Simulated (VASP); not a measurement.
**PbS: single point with r2SCAN**

PbS:

```xyz
2
Lattice="-0.0007 3.2469 3.3059 3.2559 -0.0274 3.3326 3.2439 3.2615 -0.0153" Properties=species:S:1:pos:R:3 pbc="T T T"
Pb    0.0227   -0.0388   -0.0302
S     1.6021    1.6591    1.6860
```

This cell differs from its parent crystal: atoms moved at random and the cell strained at random.

| Item | Value |
| --- | --- |
| Program | VASP 6.6.1 |
| Task | single point |
| Functional | r2SCAN |
| Potentials or basis | VASP PAW PBE potentials, release 64 (Pb_d, S) |
| Cutoff | 520 eV |
| k mesh | 6 × 6 × 6 |
| Occupations | gaussian, width 0.05 eV |
| Spin | no spin polarisation |

```yaml
Pressure: 0.9 GPa
Largest_force: 0.437 eV/Å
Band_gap_on_the_k_mesh: 0.95 eV, indirect (least direct gap 1.43 eV)
```

Forces on the atoms (eV/Å):
```
Pb  -0.238  0.295  0.217
S    0.238 -0.295 -0.217
```

Stress tensor (GPa, compression positive):
```
 0.89 -0.58 -0.78
-0.58  0.85  0.50
-0.78  0.50  0.85
```

Levels at points of the mesh, in eV from the valence-band top:
| k point | band 6 | band 7 | band 8 | band 9 | band 10 | band 11 | band 12 | band 13 | band 14 | band 15 |
| --- | --- | --- | --- | --- | --- | --- | --- | --- | --- | --- |
| (0.00, 0.00, 0.00) | -13.26 | -5.90 | -2.07 | -1.75 | -1.69 | 2.66 | 2.71 | 3.08 | 5.50 | 9.02 |
| (0.50, 0.00, 0.00) | -12.37 | -8.22 | -2.38 | -2.28 | -1.69 | 3.53 | 3.67 | 4.10 | 7.34 | 8.81 |
| (0.00, 0.50, 0.00) | -12.53 | -7.77 | -2.58 | -2.14 | -1.96 | 3.22 | 3.86 | 3.87 | 7.32 | 9.05 |
| (0.50, 0.50, 0.00) | -12.18 | -8.37 | -3.09 | -2.97 | -0.39 | 1.04 | 5.49 | 5.73 | 6.27 | 9.22 |
| (0.00, 0.00, 0.50) | -12.50 | -7.84 | -2.54 | -2.18 | -1.93 | 3.15 | 3.87 | 3.96 | 7.31 | 9.02 |
| (0.50, 0.00, 0.50) | -12.17 | -8.30 | -3.17 | -3.02 | -0.47 | 0.99 | 5.44 | 5.78 | 6.35 | 9.18 |
| (0.00, 0.50, 0.50) | -12.16 | -8.30 | -3.13 | -3.09 | -0.47 | 0.95 | 5.49 | 5.73 | 6.39 | 9.18 |
| (0.50, 0.50, 0.50) | -12.51 | -7.76 | -2.55 | -2.23 | -2.03 | 3.13 | 3.83 | 3.94 | 7.28 | 9.12 |

It took 9.4 min on 1 thread of Intel(R) Xeon(R) Platinum 8375C CPU @ 2.90GHz (Ice Lake) (shared host), peak memory 0.3 GiB.

Caveat: the cell differs from its parent crystal (atoms moved at random and the cell strained at random); the PAW data sets were made with another functional, which shifts forces and pressure a little; spin-orbit coupling is left out, which moves the levels of the heavy elements. A k mesh can miss the band edges.
